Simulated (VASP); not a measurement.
Write the native input for VASP 6.6.1 that does the following.

```
Task                   : single point
Functional             : PBE
Potentials or basis    : VASP PAW PBE potentials, release 64 (Re)
Cutoff                 : 520 eV
k mesh                 : 11 × 11 × 6
Occupations            : fermi-dirac, width 0.1 eV
Spin                   : no spin polarisation
Dipole correction      : no
Further INCAR settings : ALGO = Normal; EDIFF = 1e-07; NBANDS = 14
```

The structure of Re lies in POSCAR:

```
Re
1.0
    2.8281629879      0.0000000000      0.0000000000
   -1.4140814939      2.4492610604      0.0000000000
    0.0000000000      0.0000000000      4.5669792207
Re
2
Direct
    0.3333333333      0.6666666667      0.2500000000
    0.6666666667      0.3333333333      0.7500000000
```

The input as run:

INCAR

```
PREC     = Accurate       # precision mode
ENCUT    = 520            # plane-wave cutoff, eV
EDIFF    = 1E-7           # SCF threshold, eV
ISMEAR   = -1             # smearing method
SIGMA    = 0.1            # smearing width, eV
LREAL    = F              # projectors in reciprocal space
LASPH    = T              # aspherical terms in the spheres
NELM     = 100            # most SCF steps
ALGO     = Normal         # electronic algorithm
ISIF     = 2              # what is computed and relaxed
LWAVE    = F              # write WAVECAR
LCHARG   = F              # write CHGCAR
GGA      = PE             # functional
NBANDS   = 14             # bands
```

KPOINTS

```
Automatic mesh
0
Gamma
  11 11 6
```

Potentials or basis: VASP PAW PBE potentials, release 64 (Re).

Command:

```console
$ cat potpaw_PBE.64/Re/POTCAR > POTCAR
$ mpirun -np 1 vasp_std > vasp.out
```

It gave:

The pressure is -18.7 GPa. The band gap on the k mesh is zero (band 7 reaches 8.19 eV, above the bottom of band 8 at 5.49 eV).

Caveat: spin-orbit coupling is left out, which moves the levels of the heavy elements.

Wall time 22 s on 1 thread of Intel(R) Xeon(R) Platinum 8259CL CPU @ 2.50GHz (Skylake/Cascade Lake) (shared host), peak memory 0.16 GiB.
